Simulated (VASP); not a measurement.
# Si2Mo (I4/mmm) in VASP: a series of runs

Si2Mo is run at these levels: LDA; tasks: single point, relaxation of cell and atoms.

All numbers are computed with VASP 6.6.1; they aren't measurements. Logs are shortened: lines on timing, memory, paths and dates and some standing lists are left out, and cuts for length are marked.

## Step 1: The cell of the first run

The structure is tetragonal, space group I4/mmm (No. 139). The conventional cell has a = 3.174 Å, b = 3.174 Å, c = 7.778 Å, α = 90.00°, β = 90.00°, γ = 90.00°. Within 3.4 Å of Si (site symmetry 4mm) lie 9 Si at 2.56 to 3.17 Å and 5 Mo at 2.58 to 2.61 Å. Mo (site symmetry 4/mmm) has 10 Si at 2.58 to 2.61 Å and 4 Mo at 3.17 Å within 3.4 Å.

## Step 2: Single point, LDA

INCAR reads:

```
  ALGO = Normal
  EDIFF = 1E-7
  ENCUT = 520
  ISIF = 2
  ISMEAR = 0
  LASPH = True
  LCHARG = False
  LREAL = False
  LWAVE = False
  NBANDS = 18
  NELM = 100
  PREC = Accurate
  SIGMA = 0.1
```

KPOINTS reads:

```
k-points
0
Gamma
  18 18 18
```

POSCAR reads:

```
Si2Mo
1.0
   -1.5870767512      1.5870767512      3.8887640089
    1.5870767512     -1.5870767512      3.8887640089
    1.5870767512      1.5870767512     -3.8887640089
Si Mo
2 1
Direct
    0.3352267161      0.3352267161      0.0000000000
    0.6647732839      0.6647732839      0.0000000000
    0.0000000000      0.0000000000      0.0000000000
```

Potentials or basis: VASP PAW LDA potentials, release 64 (Si, Mo_sv).

Launch:

```
$ cat potpaw_LDA.64/Si/POTCAR potpaw_LDA.64/Mo_sv/POTCAR > POTCAR
$ mpirun -np 1 vasp_std > vasp.out
```

OUTCAR:

```text
EDIFF = 1E-7
   ENCUT = 520
   ISIF = 2
   ISMEAR = 0
   LASPH = True
   LREAL = False
   NELM = 100
   PREC = Accurate

 ion  position               nearest neighbor table
   1  0.335  0.335  0.000-   2 2.56   3 2.58   3 2.58   3 2.58   3 2.58   2 2.61   2 2.61   2 2.61
                             2 2.61   3 2.61
   2  0.665  0.665  0.000-   1 2.56   3 2.58   3 2.58   3 2.58   3 2.58   1 2.61   1 2.61   1 2.61
                             1 2.61   3 2.61
   3  0.000  0.000  0.000-   2 2.58   2 2.58   2 2.58   1 2.58   2 2.58   1 2.58   1 2.58   1 2.58
                             1 2.61   2 2.61

  LATTYP: Found a body centered tetragonal cell.
 ALAT       =     3.1741535024
 C/A-ratio  =     2.4502683981

  Lattice vectors:

 A1 = (  -1.5870767512,   1.5870767512,   3.8887640089)
 A2 = (   1.5870767512,  -1.5870767512,   3.8887640089)
 A3 = (   1.5870767512,   1.5870767512,  -3.8887640089)

Analysis of symmetry for initial positions (statically):
=====================================================================
 Subroutine PRICEL returns:
 Original cell was already a primitive cell.

 Routine SETGRP: Setting up the symmetry group for a
 body centered tetragonal supercell.

 Subroutine GETGRP returns: Found 16 space group operations
 (whereof 16 operations were pure point group operations)
 out of a pool of 16 trial point group operations.

The static configuration has the point symmetry D_4h.

Analysis of symmetry for dynamics (positions and initial velocities):
=====================================================================
 Subroutine PRICEL returns:
 Original cell was already a primitive cell.

 Routine SETGRP: Setting up the symmetry group for a
 body centered tetragonal supercell.

 Subroutine GETGRP returns: Found 16 space group operations
 (whereof 16 operations were pure point group operations)
 out of a pool of 16 trial point group operations.

The dynamic configuration has the point symmetry D_4h.

 Subroutine INISYM returns: Found 16 space group operations
 (whereof 16 operations are pure point group operations),
 and found     1 'primitive' translations

----------------------------------------------------------------------------------------

                                     Primitive cell

  volume of cell :      39.1803

  direct lattice vectors                    reciprocal lattice vectors
    -1.587076751  1.587076751  3.888764009     0.000000000  0.315044625  0.128575557
     1.587076751 -1.587076751  3.888764009     0.315044625  0.000000000  0.128575557
     1.587076751  1.587076751 -3.888764009     0.315044625  0.315044625  0.000000000

  length of vectors
     4.490001197  4.490001197  4.490001197     0.340271641  0.340271641  0.445540381

  position of ions in fractional coordinates (direct lattice)
     0.335226716  0.335226716  0.000000000
     0.664773284  0.664773284  0.000000000
     0.000000000  0.000000000  0.000000000

  ion indices of the primitive-cell ions
   primitive index   ion index
                 1           1
                 2           2
                 3           3

----------------------------------------------------------------------------------------

 KPOINTS: k-points

Automatic generation of k-mesh.
 Grid dimensions read from file:
 generate k-points for:   18   18   18

 Generating k-lattice:

  Cartesian coordinates                     Fractional coordinates (reciprocal lattice)
     0.000000000  0.017502479  0.007143087     0.055555556  0.000000000  0.000000000
     0.017502479  0.000000000  0.007143087     0.000000000  0.055555556  0.000000000
     0.017502479  0.017502479  0.000000000     0.000000000  0.000000000  0.055555556

  Length of vectors
     0.018903980  0.018903980  0.024752243

  Shift w.r.t. Gamma in fractional coordinates (k-lattice)
     0.000000000  0.000000000  0.000000000

 Subroutine IBZKPT returns following result:
 ===========================================

 Found    480 irreducible k-points:

 Following reciprocal coordinates:
            Coordinates               Weight
  0.000000  0.000000  0.000000      1.000000
  0.055556  0.000000  0.000000      8.000000
  0.111111  0.000000  0.000000      8.000000
  0.166667  0.000000  0.000000      8.000000
  0.222222 -0.000000  0.000000      8.000000
  0.277778 -0.000000  0.000000      8.000000
[... 16 lines left out ...]
 -0.277778  0.055556 -0.000000     16.000000
 -0.222222  0.055556 -0.000000     16.000000
 [... further k-points ...]
   k-points           NKPTS =    480   k-points in BZ     NKDIM =    480   number of bands    NBANDS=     18
   number of dos      NEDOS =    301   number of ions     NIONS =      3
   total plane-waves  NPLWV =  46656
   dimension x,y,z NGX =    36 NGY =   36 NGZ =   36
   dimension x,y,z NGXF=    72 NGYF=   72 NGZF=   72
   ions per type =               2   1
   NGX,Y,Z   is equivalent  to a cutoff of  13.33, 13.33, 13.33 a.u.
   NGXF,Y,Z  is equivalent  to a cutoff of  26.66, 26.66, 26.66 a.u.
 SYSTEM =  unknown system
   PREC   = accura    normal or accurate (medium, high low for compatibility)
   ISTART =      0    job   : 0-new  1-cont  2-samecut
   ICHARG =      2    charge: 1-file 2-atom 10-const
   ISPIN  =      1    spin polarized calculation?
   LNONCOLLINEAR =      F non collinear calculations
   LSORBIT =      F    spin-orbit coupling
   LASPH  =      T    aspherical Exc in radial PAW
   ENCUT  =  520.0 eV  38.22 Ry    6.18 a.u.   8.35  8.35  8.35*2*pi/ulx,y,z
   NELM   =    100;   NELMIN=  2; NELMDL= -5     # of ELM steps
   EDIFF  = 0.1E-06   stopping-criterion for ELM
   LREAL  =      F    real-space projection
   EDIFFG = 0.1E-05   stopping-criterion for IOM
   NSW    =      0    number of steps for IOM
   IBRION =     -1    ionic relax: 0-MD 1-quasi-New 2-CG
   NFREE  =      0    steps in history (QN), initial steepest desc. (CG)
   ISIF   =      2    stress and relaxation
   ISYM   =      2    0-nonsym 1-usesym 2-fastsym
   POTIM  = 0.5000    time-step for ionic-motion
   TEBEG  =    0.0;   TEEND  =   0.0 temperature during run
   PSTRESS=    0.0 pullay stress
   NELECT =      22.0000    total number of electrons
   NUPDOWN=      -1.0000    fix difference up-down
   EMIN   =  10.00;   EMAX   =-10.00  energy-range for DOS
   EFERMI =   0.00;   METHOD = LEGACY
   ISMEAR =     0;   SIGMA  =   0.10  broadening in eV -4-tet -1-fermi 0-gaus
   EFERMI_NEDOS =   21; number of points for ismear=-14 and -15
   IALGO  =     38    algorithm
   IMIX   =      4    mixing-type and parameters
     AMIX     =   0.40;   BMIX     =  1.00
     AMIX_MAG =   1.60;   BMIX_MAG =  1.00
  volume/ion in A,a.u.               =      13.06        88.13
  Fermi-wavevector in a.u.,A,eV,Ry     =   1.350599  2.552263 24.818645  1.824119
  Thomas-Fermi vector in A             =   2.478091
   LORBIT       =      0    0 simple, 1 ext, 2 COOP (PROOUT), +10 PAW based schemes
   GGA     = CA    functional components
   LHFCALC =     F    Hartree Fock is set to
   AEXX    =    0.0000 exact exchange contribution
   IVDW    =     0    specifies the selected vdW correction
   LEPSILON=     F    determine dielectric tensor
   LRPA    =     F    only Hartree local field effects (RPA)
 non-spin polarized calculation
 Gauss-broadening in eV      SIGMA  =   0.10
  energy-cutoff  :      520.00
  volume of cell :       39.18
 maximum number of plane-waves:      1079
 NGX is ok and might be reduce to    36
   NGX = 17   NGY = 17   NGZ = 17

 number of electron      22.0000000 magnetization

 Free energy of the ion-electron system (eV)
  ---------------------------------------------------
  ext. energy  EPLUGINS =         0.00000000
  ---------------------------------------------------
  free energy    TOTEN  =       -25.81957468 eV

  energy without entropy =      -25.81837558  energy(sigma->0) =      -25.81897513

 E-fermi :  12.5894     XC(G=0): -12.6774

 val. band max:       12.5884099146   @ k =  -0.3333  -0.3333   0.2778
 cond. band min:      12.5903326029   @ k =  -0.0556   0.0556   0.0000
 fundamental gap:      0.0019226883
 Fermi energy:        12.5893538236

 k-point     1 :       0.0000    0.0000    0.0000
  band No.  band energies     occupation
      1     -47.7425      2.00000
      2     -22.1053      2.00000
      3     -22.0106      2.00000
      4     -22.0106      2.00000
      5      -0.9685      2.00000
      6       6.0568      2.00000
[... 10 lines left out ...]
     17      17.8683      0.00000
     18      17.8683      0.00000

 k-point     2 :       0.0556    0.0000    0.0000
  band No.  band energies     occupation
      1     -47.7418      2.00000
      2     -22.1047      2.00000
      3     -22.0195      2.00000
      4     -22.0097      2.00000
      5      -0.9108      2.00000
      6       6.0647      2.00000
[... 10 lines left out ...]
     17      17.9008      0.00000
     18      18.2334      0.00000

 k-point     3 :       0.1111    0.0000    0.0000
  band No.  band energies     occupation
      1     -47.7400      2.00000
      2     -22.1028      2.00000
      3     -22.0450      2.00000
      4     -22.0074      2.00000
      5      -0.7392      2.00000
      6       6.0772      2.00000
[... 10 lines left out ...]
     17      18.0763      0.00000
     18      19.0328      0.00000

 k-point     4 :       0.1667    0.0000    0.0000
  band No.  band energies     occupation
      1     -47.7371      2.00000
      2     -22.1000      2.00000
      3     -22.0838      2.00000
      4     -22.0037      2.00000
      5      -0.4577      2.00000
      6       6.0534      2.00000
[... 375 lines left out ...]
      4     -21.9984      2.00000
      5       0.9302      2.00000
      6       5.1530      2.00000
[... 10 lines left out ...]
     17      19.8639      0.00000
     18      21.2146      0.00000

 k-point    23 :      -0.2778    0.0556   -0.0000
  band No.  band energies     occupation
      1     -47.7292      2.00000
      2     -22.1803      2.00000
      3     -22.0903      2.00000
      4     -22.0030      2.00000
      5       0.3815      2.00000
      6       5.7484      2.00000
[... 10 lines left out ...]
     17      19.6386      0.00000
     18      20.9968      0.00000

 k-point    24 :      -0.2222    0.0556   -0.0000
  band No.  band energies     occupation
      1     -47.7330      2.00000
      2     -22.1304      2.00000
      3     -22.0942      2.00000
      4     -22.0078      2.00000
      5      -0.0827      2.00000
      6       6.1619      2.00000
[... 10 lines left out ...]
     17      18.9768      0.00000
     18      21.1369      0.00000

 [... further k-points ...]

------------------------ aborting loop because EDIFF is reached ----------------------------------------

  FORCE on cell =-STRESS in cart. coord.  units (eV):
  Direction    XX          YY          ZZ          XY          YZ          ZX
  --------------------------------------------------------------------------------------
  -------------------------------------------------------------------------------------
  Total        0.1564199      0.1564199      0.1701726      0.0000000     -0.0000000     -0.0000000
  in kB        6.3963944      6.3963944      6.9587750      0.0000000     -0.0000000     -0.0000000
  external PRESSURE =       6.5838546 kB  Pullay stress =       0.0000000 kB

 VOLUME and BASIS-vectors are now :
 -----------------------------------------------------------------------------
  energy-cutoff  :      520.00
  volume of cell :       39.18
      direct lattice vectors                 reciprocal lattice vectors
    -1.587076751  1.587076751  3.888764009     0.000000000  0.315044625  0.128575557
     1.587076751 -1.587076751  3.888764009     0.315044625  0.000000000  0.128575557
     1.587076751  1.587076751 -3.888764009     0.315044625  0.315044625  0.000000000

 POSITION                                       TOTAL-FORCE (eV/Angst)
 -----------------------------------------------------------------------------------
      0.00000      0.00000      2.60724        -0.000000     -0.000000     -0.012290
      0.00000      0.00000      5.17029         0.000000      0.000000      0.012290
      0.00000      0.00000      0.00000         0.000000      0.000000      0.000000
 -----------------------------------------------------------------------------------
    total drift:                                0.000000     -0.000000     -0.000000

  FREE ENERGIE OF THE ION-ELECTRON SYSTEM (eV)
  ---------------------------------------------------
  free  energy   TOTEN  =       -25.8195746827 eV

  energy  without entropy=      -25.8183755754  energy(sigma->0) =      -25.81897513
```

Run time: 26 min. Hardware: 1 thread of AMD EPYC, shared host; peak memory 0.39 GiB.

Results:

```
Free energy            : -25.8196 eV
Pressure               : 0.7 GPa
Largest force          : 0.012 eV/Å
Band gap on the k mesh : zero (bands 11 and 12 overlap by 0.94 eV)
```

Forces on the atoms (eV/Å):
```
Si   0.000  0.000 -0.012
Si   0.000  0.000  0.012
Mo   0.000  0.000  0.000
```

## Step 3: Relaxation of cell and atoms, LDA

This run uses another cell than the first one, of 13.42 Å³/atom.

INCAR reads:

```
  PREC = Accurate
  ENCUT = 600
  EDIFF = 1E-6
  ISMEAR = 0
  SIGMA = 0.1
  LREAL = False
  LASPH = True
  NELM = 100
  ALGO = Normal
  ISIF = 3
  LWAVE = False
  LCHARG = False
  IBRION = 2
  NSW = 100
  EDIFFG = -0.002
```

KPOINTS reads:

```
regular mesh
0
Gamma
  18 18 18
```

POSCAR reads:

```
Si2Mo
1.0
   -1.6000000000      1.6000000000      3.9305000000
    1.6000000000     -1.6000000000      3.9305000000
    1.6000000000      1.6000000000     -3.9305000000
Si Mo
2 1
Direct
    0.3330000000      0.3330000000      0.0000000000
    0.6670000000      0.6670000000      0.0000000000
    0.0000000000      0.0000000000      0.0000000000
```

Potentials or basis: VASP PAW LDA potentials, release 64 (Si, Mo_sv).

Launch:

```
$ cat potpaw_LDA.64/Si/POTCAR potpaw_LDA.64/Mo_sv/POTCAR > POTCAR
$ mpirun -np 1 vasp_std > vasp.out
```

It took 1.8 h on 1 thread of AMD EPYC, shared host; peak memory 0.44 GiB.

It converged, with:

```
Free energy                           : -25.8203 eV
Relaxed volume                        : 13.10 Å³/atom
Relaxed cell                          : a = 4.494 Å, b = 4.494 Å, c = 4.494 Å, α = 138.60°, β = 138.60°, γ = 59.99°
Space group after relaxing (to 0.1 Å) : I4/mmm (No. 139)
Energy gained by relaxing             : 8.0 meV/atom
Ionic steps                           : 15
Pressure after relaxing               : 0.0 GPa
Band gap on the k mesh                : zero (bands 11 and 12 overlap by 0.94 eV)
```

The path:
```
step  energy change (eV)  largest force (eV/Å)  pressure (GPa)  volume (Å³)
   1              0.0000                0.3706           -5.55        40.25
   2              0.0344                0.1320           11.20        37.60
   3             -0.0218                0.2010            0.31        39.20
   4             -0.0218                0.1971            0.42        39.18
   5             -0.0239                0.0244            0.13        39.26
   6             -0.0239                0.0015            0.10        39.27
   7             -0.0239                0.0057            0.09        39.28
   8             -0.0239                0.0009           -0.13        39.31
   9             -0.0240                0.0026           -0.03        39.29
  10             -0.0240                0.0031            0.00        39.29
  11             -0.0240                0.0031            0.01        39.29
  12             -0.0240                0.0029            0.00        39.29
  13             -0.0240                0.0027            0.01        39.29
  14             -0.0240                0.0008            0.01        39.29
  15             -0.0240                0.0003            0.01        39.29
```

Final structure:
```
Si Mo
1.0
    -1.58858    1.58858    3.89222
     1.58858   -1.58858    3.89222
     1.58858    1.58858   -3.89222
Si Mo
2 1
Direct
  0.33519 0.33519 0.00000
  0.66481 0.66481 0.00000
  0.00000 0.00000 0.00000
```

Levels at points of the mesh, in eV from the Fermi level:
```tsv
k point	band 8	band 9	band 10	band 11	band 12	band 13	band 14	band 15
(0.00, 0.00, 0.00)	-3.19	-2.67	-2.67	0.39	3.19	3.28	3.58	3.58
(0.50, 0.00, 0.00)	-4.50	-2.66	-2.64	-0.52	2.31	3.14	4.22	4.25
(0.50, 0.50, 0.00)	-5.17	-4.50	-3.14	-1.16	2.36	2.81	3.23	3.44
(0.50, 0.50, 0.50)	-2.25	-0.60	-0.60	-0.45	-0.45	0.53	4.79	5.29
```

LDA usually gives volumes a few per cent too small. Zero-point motion and thermal expansion aren't in these numbers.
